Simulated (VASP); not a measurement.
# BeAl15HN16 (a cell with a defect) in VASP: relaxation of the atoms with PBE

Aim: the relaxation of the atoms of BeAl15HN16 (a cell with a defect) with PBE.

Everything below comes from runs of VASP 6.6.1. Logs are shortened: lines on timing, memory, paths and dates and some standing lists are left out, and cuts for length are marked.

## (1) The cell of the first run

The cell holds a defect, 33 atoms: a = 6.260 Å, b = 6.260 Å, c = 10.035 Å, α = 90.00°, β = 90.00°, γ = 120.00°.

## (2) Relaxation of the atoms, PBE

File INCAR:

```
ALGO     = Normal         # electronic algorithm
EDIFF    = 1E-6           # SCF threshold, eV
EDIFFG   = -0.03          # ionic threshold
ENCUT    = 520            # plane-wave cutoff, eV
GGA      = PE             # functional
IBRION   = 2              # ionic algorithm
ISIF     = 2              # what is computed and relaxed
ISMEAR   = 0              # smearing method
LASPH    = T              # aspherical terms in the spheres
LCHARG   = F              # write CHGCAR
LREAL    = Auto         
LWAVE    = F              # write WAVECAR
NELM     = 60             # most SCF steps
NSW      = 100            # ionic steps
PREC     = Accurate       # precision mode
SIGMA    = 0.01           # smearing width, eV
```

File KPOINTS:

```
Automatic mesh
0
Gamma
  1 1 1
  0.25 0.25 0.25
```

File POSCAR:

```
BeAl15HN16
1.0
    6.2595139100      0.0000000600      0.0000000000
   -3.1297570100      5.4208980300      0.0000000000
    0.0000000000      0.0000000000     10.0348065900
Al Be N H
15 1 16 1
Direct
    0.3333333300      0.1666666700      0.2496176900
    0.3333333300      0.1666666700      0.7496176900
    0.1666666700      0.3333333300      0.9996176900
    0.3333333300      0.6666666700      0.2496176900
    0.1666666700      0.8333333300      0.4996176900
    0.3333333300      0.6666666700      0.7496176900
    0.1666666700      0.8333333300      0.9996176900
    0.8333333300      0.1666666700      0.2496176900
    0.6666666700      0.3333333300      0.4996176900
    0.8333333300      0.1666666700      0.7496176900
    0.6666666700      0.3333333300      0.9996176900
    0.8333333300      0.6666666700      0.2496176900
    0.6666666700      0.8333333300      0.4996176900
    0.8333333300      0.6666666700      0.7496176900
    0.6666666700      0.8333333300      0.9996176900
    0.1666666700      0.3333333300      0.4996176900
    0.3333333300      0.1666666700      0.4403823100
    0.1666666700      0.3333333300      0.1903823100
    0.3333333300      0.1666666700      0.9403823100
    0.1666666700      0.3333333300      0.6903823100
    0.3333333300      0.6666666700      0.4403823100
    0.1666666700      0.8333333300      0.1903823100
    0.3333333300      0.6666666700      0.9403823100
    0.1666666700      0.8333333300      0.6903823100
    0.8333333300      0.1666666700      0.4403823100
    0.6666666700      0.3333333300      0.1903823100
    0.8333333300      0.1666666700      0.9403823100
    0.6666666700      0.3333333300      0.6903823100
    0.8333333300      0.6666666700      0.4403823100
    0.6666666700      0.8333333300      0.1903823100
    0.8333333300      0.6666666700      0.9403823100
    0.6666666700      0.8333333300      0.6903823100
    0.4236020000      0.0763980000      0.4082460000
```

Potentials or basis: VASP PAW PBE potentials, release 64 (Al, Be, N, H).

Run with:

```bash
cat potpaw_PBE.64/Al/POTCAR potpaw_PBE.64/Be/POTCAR potpaw_PBE.64/N/POTCAR potpaw_PBE.64/H/POTCAR > POTCAR
mpirun -np 1 vasp_std > vasp.out
```

OUTCAR:

```text
EDIFF = 1E-6
   EDIFFG = -0.03
   ENCUT = 520
   GGA = PE
   IBRION = 2
   ISIF = 2
   ISMEAR = 0
   LASPH = T
   LREAL = Auto
   NELM = 60
   NSW = 100
   PREC = Accurate

 ion  position               nearest neighbor table
   1  0.333  0.167  0.250-  33 1.87  18 1.90  26 1.90  22 1.90  17 1.91   3 3.09  11 3.09   9 3.09
                             7 3.09   5 3.09  12 3.13  12 3.13   8 3.13   8 3.13   4 3.13   4 3.13
   2  0.333  0.167  0.750-  20 1.90  28 1.90  24 1.90  19 1.91   3 3.09   9 3.09  11 3.09   5 3.09
                             7 3.09  14 3.13  14 3.13  10 3.13  10 3.13   6 3.13   6 3.13
   3  0.167  0.333  1.000-  19 1.90  27 1.90  23 1.90  18 1.91   1 3.09   2 3.09   8 3.09  10 3.09
                             4 3.09   6 3.09  15 3.13  15 3.13  11 3.13  11 3.13   7 3.13   7 3.13
   4  0.333  0.667  0.250-  22 1.90  30 1.90  18 1.90  21 1.91   5 3.09   7 3.09  13 3.09  15 3.09
                             3 3.09   8 3.13   8 3.13  12 3.13  12 3.13   1 3.13   1 3.13
   5  0.167  0.833  0.500-  33 1.82  21 1.90  29 1.90  17 1.90  24 1.91   6 3.09   4 3.09  14 3.09
                            12 3.09   2 3.09   1 3.09   9 3.13   9 3.13  13 3.13  13 3.13
   6  0.333  0.667  0.750-  24 1.90  32 1.90  20 1.90  23 1.91   5 3.09   7 3.09  13 3.09  15 3.09
                             3 3.09  10 3.13  10 3.13  14 3.13  14 3.13   2 3.13   2 3.13
   7  0.167  0.833  1.000-  23 1.90  31 1.90  19 1.90  22 1.91   4 3.09   6 3.09  12 3.09  14 3.09
                             1 3.09   2 3.09  11 3.13  11 3.13  15 3.13  15 3.13   3 3.13   3 3.13
   8  0.833  0.167  0.250-  26 1.90  18 1.90  30 1.90  25 1.91   9 3.09  11 3.09   3 3.09  13 3.09
                            15 3.09   4 3.13   4 3.13   1 3.13   1 3.13  12 3.13  12 3.13
   9  0.667  0.333  0.500-  33 1.82  25 1.90  17 1.90  29 1.90  28 1.91  10 3.09   8 3.09   2 3.09
                             1 3.09  14 3.09  12 3.09   5 3.13   5 3.13  13 3.13  13 3.13
  10  0.833  0.167  0.750-  28 1.90  20 1.90  32 1.90  27 1.91   9 3.09  11 3.09   3 3.09  13 3.09
                            15 3.09   6 3.13   6 3.13   2 3.13   2 3.13  14 3.13  14 3.13
  11  0.667  0.333  1.000-  27 1.90  19 1.90  31 1.90  26 1.91   8 3.09  10 3.09   1 3.09   2 3.09
                            12 3.09  14 3.09   7 3.13   7 3.13   3 3.13   3 3.13  15 3.13  15 3.13
  12  0.833  0.667  0.250-  30 1.90  22 1.90  26 1.90  29 1.91  13 3.09  15 3.09   5 3.09   7 3.09
                             9 3.09  11 3.09   1 3.13   1 3.13   4 3.13   4 3.13   8 3.13   8 3.13
  13  0.667  0.833  0.500-  29 1.90  21 1.90  25 1.90  32 1.91  12 3.09  14 3.09   4 3.09   6 3.09
                             8 3.09  10 3.09   5 3.13   5 3.13   9 3.13   9 3.13
  14  0.833  0.667  0.750-  32 1.90  24 1.90  28 1.90  31 1.91  13 3.09  15 3.09   5 3.09   7 3.09
                             9 3.09  11 3.09   2 3.13   2 3.13   6 3.13   6 3.13  10 3.13  10 3.13
  15  0.667  0.833  1.000-  31 1.90  23 1.90  27 1.90  30 1.91  12 3.09  14 3.09   4 3.09   6 3.09
                             8 3.09  10 3.09   3 3.13   3 3.13   7 3.13   7 3.13  11 3.13  11 3.13
  16  0.167  0.333  0.500-  17 1.90  25 1.90  21 1.90  20 1.91
  17  0.333  0.167  0.440-  33 1.03  16 1.90   9 1.90   5 1.90   1 1.91
  18  0.167  0.333  0.190-   1 1.90   8 1.90   4 1.90   3 1.91
  19  0.333  0.167  0.940-   3 1.90  11 1.90   7 1.90   2 1.91
  20  0.167  0.333  0.690-   2 1.90  10 1.90   6 1.90  16 1.91
  21  0.333  0.667  0.440-   5 1.90  13 1.90  16 1.90   4 1.91
  22  0.167  0.833  0.190-   4 1.90  12 1.90   1 1.90   7 1.91
  23  0.333  0.667  0.940-   7 1.90  15 1.90   3 1.90   6 1.91
[... 8 lines left out ...]
  32  0.667  0.833  0.690-  14 1.90   6 1.90  10 1.90  13 1.91
  33  0.424  0.076  0.408-  17 1.03   5 1.82   9 1.82   1 1.87

  LATTYP: Found a hexagonal cell.
 ALAT       =     6.2595139100
 C/A-ratio  =     1.6031287308

  Lattice vectors:

 A1 = (   6.2595139100,   0.0000000600,   0.0000000000)
 A2 = (  -3.1297570100,   5.4208980300,   0.0000000000)
 A3 = (   0.0000000000,   0.0000000000,  10.0348065900)

Analysis of symmetry for initial positions (statically):
=====================================================================
 Subroutine PRICEL returns:
 Original cell was already a primitive cell.

 Routine SETGRP: Setting up the symmetry group for a
 hexagonal supercell.

 Subroutine GETGRP returns: Found  2 space group operations
 (whereof  1 operations were pure point group operations)
 out of a pool of 24 trial point group operations.

The static configuration has the point symmetry C_1 .
 The point group associated with its full space group is C_1h.

Analysis of symmetry for dynamics (positions and initial velocities):
=====================================================================
 Subroutine PRICEL returns:
 Original cell was already a primitive cell.

 Routine SETGRP: Setting up the symmetry group for a
 hexagonal supercell.

 Subroutine GETGRP returns: Found  2 space group operations
 (whereof  1 operations were pure point group operations)
 out of a pool of 24 trial point group operations.

The dynamic configuration has the point symmetry C_1 .
 The point group associated with its full space group is C_1h.

 Subroutine INISYM returns: Found  2 space group operations
 (whereof  1 operations are pure point group operations),
 and found     1 'primitive' translations

[... 119 lines left out ...]
   dimension x,y,z NGX =    48 NGY =   48 NGZ =   80
   dimension x,y,z NGXF=    96 NGYF=   96 NGZF=  160
   ions per type =              15   1  16   1
   NGX,Y,Z   is equivalent  to a cutoff of  12.75, 12.75, 13.25 a.u.
   NGXF,Y,Z  is equivalent  to a cutoff of  25.50, 25.50, 26.51 a.u.
 SYSTEM =  unknown system
   PREC   = accura    normal or accurate (medium, high low for compatibility)
   ISTART =      0    job   : 0-new  1-cont  2-samecut
   ICHARG =      2    charge: 1-file 2-atom 10-const
   ISPIN  =      1    spin polarized calculation?
   LNONCOLLINEAR =      F non collinear calculations
   LSORBIT =      F    spin-orbit coupling
   LASPH  =      T    aspherical Exc in radial PAW
   ENCUT  =  520.0 eV  38.22 Ry    6.18 a.u.  11.64 11.64 18.66*2*pi/ulx,y,z
   NELM   =     60;   NELMIN=  2; NELMDL= -5     # of ELM steps
   EDIFF  = 0.1E-05   stopping-criterion for ELM
   LREAL  =      T    real-space projection
   EDIFFG = -.3E-01   stopping-criterion for IOM
   NSW    =    100    number of steps for IOM
   IBRION =      2    ionic relax: 0-MD 1-quasi-New 2-CG
   NFREE  =      1    steps in history (QN), initial steepest desc. (CG)
   ISIF   =      2    stress and relaxation
   ISYM   =      2    0-nonsym 1-usesym 2-fastsym
   POTIM  = 0.5000    time-step for ionic-motion
   TEBEG  =    0.0;   TEEND  =   0.0 temperature during run
   PSTRESS=    0.0 pullay stress
   NELECT =     128.0000    total number of electrons
   NUPDOWN=      -1.0000    fix difference up-down
   EMIN   =  10.00;   EMAX   =-10.00  energy-range for DOS
   EFERMI =   0.00;   METHOD = LEGACY
   ISMEAR =     0;   SIGMA  =   0.01  broadening in eV -4-tet -1-fermi 0-gaus
   EFERMI_NEDOS =   21; number of points for ismear=-14 and -15
   IALGO  =     38    algorithm
   IMIX   =      4    mixing-type and parameters
     AMIX     =   0.40;   BMIX     =  1.00
     AMIX_MAG =   1.60;   BMIX_MAG =  1.00
  volume/ion in A,a.u.               =      10.32        69.63
  Fermi-wavevector in a.u.,A,eV,Ry     =   1.181511  2.232733 18.993310  1.395969
  Thomas-Fermi vector in A             =   2.317783
   LORBIT       =      0    0 simple, 1 ext, 2 COOP (PROOUT), +10 PAW based schemes
   GGA     = PE    functional components
   LHFCALC =     F    Hartree Fock is set to
   AEXX    =    0.0000 exact exchange contribution
   IVDW    =     0    specifies the selected vdW correction
   LEPSILON=     F    determine dielectric tensor
   LRPA    =     F    only Hartree local field effects (RPA)
 conjugate gradient relaxation of ions
 non-spin polarized calculation
 Gauss-broadening in eV      SIGMA  =   0.01
  energy-cutoff  :      520.00
  volume of cell :      340.50
 maximum number of plane-waves:      9148
 NGX is ok and might be reduce to    48
   NGX = 23   NGY = 23   NGZ = 37

--------------------------------------- Ionic step        1  -------------------------------------------

 number of electron     127.9999981 magnetization

 Free energy of the ion-electron system (eV)
  ---------------------------------------------------
  ext. energy  EPLUGINS =         0.00000000
  ---------------------------------------------------
  free energy    TOTEN  =      -241.32083463 eV

  energy without entropy =     -241.32083463  energy(sigma->0) =     -241.32083463

------------------------ aborting loop because EDIFF is reached ----------------------------------------

  FORCE on cell =-STRESS in cart. coord.  units (eV):
  Direction    XX          YY          ZZ          XY          YZ          ZX
  --------------------------------------------------------------------------------------
  -------------------------------------------------------------------------------------
  Total       -6.5862014     -4.5246416      4.0927265      1.7853630     -0.5754078      0.9966355
  in kB      -30.9902253    -21.2899144     19.2576130      8.4007153     -2.7074812      4.6894952
  external PRESSURE =     -11.0075089 kB  Pullay stress =       0.0000000 kB
[... 182 lines left out ...]
  FREE ENERGIE OF THE ION-ELECTRON SYSTEM (eV)
  ---------------------------------------------------
  free  energy   TOTEN  =      -241.9849065656 eV

  energy  without entropy=     -241.9849065656  energy(sigma->0) =     -241.98490657

[... ionic steps 4 to 23 ...]

--------------------------------------- Ionic step       24  -------------------------------------------

 number of electron     128.0000000 magnetization

------------------------ aborting loop because EDIFF is reached ----------------------------------------
[... 129 lines left out ...]
--------------------------------------- Ionic step       26  -------------------------------------------

 number of electron     128.0000000 magnetization

 Free energy of the ion-electron system (eV)
  ---------------------------------------------------
  ext. energy  EPLUGINS =         0.00000000
  ---------------------------------------------------
  free energy    TOTEN  =      -242.47842913 eV

  energy without entropy =     -242.47842913  energy(sigma->0) =     -242.47842913

 E-fermi :   5.4321     XC(G=0): -10.7922

 val. band max:        5.3755058274   @ k =  -0.2500   0.5000   0.2500
 cond. band min:      10.7773748876   @ k =   0.2500   0.2500   0.2500
 fundamental gap:      5.4018690601
 Fermi energy:         5.4321046427

 k-point     1 :       0.2500    0.2500    0.2500
  band No.  band energies     occupation
      1      -9.8055      2.00000
      2      -8.6508      2.00000
      3      -8.3058      2.00000
      4      -8.0437      2.00000
      5      -7.9921      2.00000
      6      -7.7444      2.00000
[... 226 lines left out ...]
     75      12.6640      0.00000
     76      12.7919      0.00000
 [bands above 76 left out]

------------------------ aborting loop because EDIFF is reached ----------------------------------------

  FORCE on cell =-STRESS in cart. coord.  units (eV):
  Direction    XX          YY          ZZ          XY          YZ          ZX
  --------------------------------------------------------------------------------------
  -------------------------------------------------------------------------------------
  Total       -4.4582599     -4.7617954      4.6947251     -0.2628694      0.4165630     -0.7215093
  in kB      -20.9775669    -22.4058002     22.0902127     -1.2368863      1.9600648     -3.3949365
  external PRESSURE =      -7.0977181 kB  Pullay stress =       0.0000000 kB
[... 48 lines left out ...]
  FREE ENERGIE OF THE ION-ELECTRON SYSTEM (eV)
  ---------------------------------------------------
  free  energy   TOTEN  =      -242.4784291321 eV

  energy  without entropy=     -242.4784291321  energy(sigma->0) =     -242.47842913

 reached required accuracy - stopping structural energy minimisation
```

It took 36 min on 1 thread of Intel Xeon Platinum 8259CL at 2.50GHz (Skylake/Cascade Lake), shared host; peak memory 0.52 GiB.

What came out:

```yaml
Free_energy: -242.4784 eV
Energy_gained_by_relaxing: 35.1 meV/atom
Ionic_steps: 26
Pressure_after_relaxing: -0.7 GPa
Largest_force_after_relaxing: 0.020 eV/Å
Band_gap_on_the_k_mesh: 5.40 eV
```

Forces in eV/Å, atoms in the order of the input:
```
Al   0.003 -0.002  0.000
Al   0.006 -0.003  0.005
Al  -0.011  0.006  0.009
Al   0.006 -0.007 -0.003
Al   0.000  0.002  0.000
Al  -0.004  0.001 -0.002
Al   0.009  0.005  0.006
Al   0.009 -0.002 -0.003
Al  -0.002 -0.001  0.000
Al  -0.003  0.003 -0.002
Al   0.001 -0.010  0.006
Al   0.009 -0.005 -0.017
Al   0.011 -0.007 -0.010
Al  -0.007  0.004  0.008
Al  -0.012  0.007  0.011
Be  -0.014  0.008 -0.009
N    0.015 -0.009 -0.002
N   -0.006  0.003 -0.003
N   -0.007  0.004 -0.005
N    0.000  0.000  0.001
N    0.004 -0.004  0.000
N    0.007  0.007  0.012
N   -0.003  0.001  0.002
N   -0.008  0.003 -0.001
N    0.005 -0.001  0.000
N   -0.002 -0.010  0.012
N   -0.003  0.002  0.002
N   -0.007  0.006 -0.001
N    0.007 -0.004 -0.018
N    0.007 -0.004  0.007
N   -0.003  0.002  0.008
N   -0.003  0.002 -0.018
H   -0.005  0.003  0.008
```

Step by step:
| step | energy change (eV) | largest force (eV/Å) | pressure (GPa) |
| --- | --- | --- | --- |
| 1 | 0.0000 | 3.3852 | -1.10 |
| 2 | -0.5080 | 2.7338 | -1.46 |
| 3 | -0.6641 | 1.9357 | -1.54 |
| 4 | -0.8114 | 2.3280 | -1.01 |
| 5 | -0.8232 | 1.5191 | -1.15 |
| 6 | -0.9277 | 0.8391 | -1.43 |
| 7 | -0.9284 | 0.9468 | -1.45 |
| 8 | -1.0019 | 0.5270 | -1.33 |
| 9 | -1.0156 | 0.7762 | -1.22 |
| 10 | -1.0770 | 0.3372 | -1.16 |
| 11 | -1.0965 | 0.5397 | -1.08 |
| 12 | -1.1254 | 0.3093 | -0.85 |
| 13 | -1.1272 | 0.4722 | -0.77 |
| 14 | -1.1396 | 0.2774 | -0.81 |
| 15 | -1.1397 | 0.2569 | -0.81 |
| 16 | -1.1483 | 0.1130 | -0.75 |
| 17 | -1.1494 | 0.1274 | -0.72 |
| 18 | -1.1530 | 0.0589 | -0.73 |
| 19 | -1.1533 | 0.0963 | -0.73 |
| 20 | -1.1548 | 0.1043 | -0.69 |
| 21 | -1.1548 | 0.1189 | -0.69 |
| 22 | -1.1560 | 0.0438 | -0.71 |
| 23 | -1.1563 | 0.0764 | -0.72 |
| 24 | -1.1572 | 0.0350 | -0.71 |
| 25 | -1.1573 | 0.0402 | -0.70 |
| 26 | -1.1576 | 0.0199 | -0.71 |

Final structure:
```xyz
33
Lattice="6.2595 0.0000 0.0000 -3.1298 5.4209 0.0000 0.0000 0.0000 10.0348" Properties=species:S:1:pos:R:3 pbc="T T T"
Al    1.5417    0.9169    2.4225
Al    1.5235    0.9274    7.4960
Al   -0.0158    1.8161   10.0187
Al   -0.0131    3.5890    2.5466
Al   -1.5892    4.4394    5.0679
Al   -0.0076    3.6098    7.5113
Al   -1.5731    4.5191   10.0217
Al    4.7097    0.9273    2.5466
Al    3.1851    1.8670    5.0679
Al    4.6944    0.9122    7.5113
Al    3.1241    1.8132   10.0217
Al    3.1190    3.6201    2.5026
Al    1.5583    4.5212    5.0373
Al    3.1044    3.6286    7.5527
Al    1.5441    4.5294    0.0138
Be   -0.2810    1.9692    5.1645
N     1.8221    0.7550    4.3185
N    -0.0098    1.8126    1.8865
N     1.5494    0.9124    9.4179
N    -0.0268    1.8224    6.8523
N    -0.0065    3.5356    4.4584
N    -1.5702    4.5108    1.8930
N    -0.0092    3.6190    9.4206
N    -1.5890    4.5236    6.9416
N     4.7592    0.9483    4.4584
N     3.1328    1.8149    1.8930
N     4.6856    0.9089    9.4206
N     3.1123    1.8247    6.9416
N     3.1170    3.6213    4.4130
N     1.5426    4.5303    1.9328
N     3.1102    3.6252    9.4449
N     1.5519    4.5249    6.9339
H     2.6925    0.2525    3.9944
```

Caveat: the k points lie up to 0.58 Å⁻¹ apart.
